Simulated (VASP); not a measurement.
Here is a VASP 6.6.1 calculation.

Contents of POSCAR:

```
SnO
1.0
    2.6227411143     -2.6227409575      0.0000000000
    2.6227411143      2.6227409575      0.0000000000
    0.0000000000      0.0000000000      8.8219455526
Sn O
4 4
Direct
    0.7499483432      0.2500516568      0.8809044706
    0.2500516568      0.7499483432      0.1190955294
    0.7500516568      0.2499483432      0.3809044706
    0.2499483432      0.7500516568      0.6190955294
    0.2500495667      0.2499504333      0.2500000000
    0.7499504333      0.7500495667      0.7500000000
    0.2499504333      0.2500495667      0.7500000000
    0.7500495667      0.7499504333      0.2500000000
```

File INCAR.step1:

```
SYSTEM = SnO
ALGO = Normal ; EDIFF = 1E-4
ENCUT = 520 ; GGA = PE
ISMEAR = 0 ; LASPH = .True.
LCHARG = .False. ; LREAL = .False.
LWAVE = .True. ; NBANDS = 50
NELM = 100 ; PREC = Accurate
SIGMA = 0.1
```

Contents of INCAR.step2:

```
SYSTEM = SnO
ALGO = Normal ; EDIFF = 1E-6
ENCUT = 520 ; ISIF = 2
ISMEAR = 0 ; ISTART = 1
LASPH = .True. ; LCHARG = .False.
LMIXTAU = .True. ; LREAL = .False.
LWAVE = .False. ; METAGGA = R2SCAN
NBANDS = 50 ; NELM = 100
PREC = Accurate ; SIGMA = 0.1
```

The input KPOINTS:

```
k-points
0
Gamma
  10 10 4
  0 0 0
```

Potentials or basis: VASP PAW PBE potentials, release 64 (Sn_d, O).

Command:

```bash
$ cat potpaw_PBE.64/Sn_d/POTCAR potpaw_PBE.64/O/POTCAR > POTCAR
$ cp INCAR.step1 INCAR
$ mpirun -np 1 vasp_std > vasp.out
$ cp INCAR.step2 INCAR
$ mpirun -np 1 vasp_std > vasp.out
```

Q: What does it give for the band gap on the k mesh?

A: Zero (bands 40 and 41 overlap by 0.90 eV).

Q: What does it give for the largest force?

A: 0.142 eV/Å.

Q: Estimate the pressure.

A: 8.8 GPa.

Stress tensor (GPa, compression positive):
```
8.79 0.00 0.00
0.00 8.79 0.00
0.00 0.00 8.67
```

Caveat: the cell stands under pressure; the PAW data sets were made with another functional, which shifts forces and pressure a little; spin-orbit coupling is left out, which moves the levels of the heavy elements.
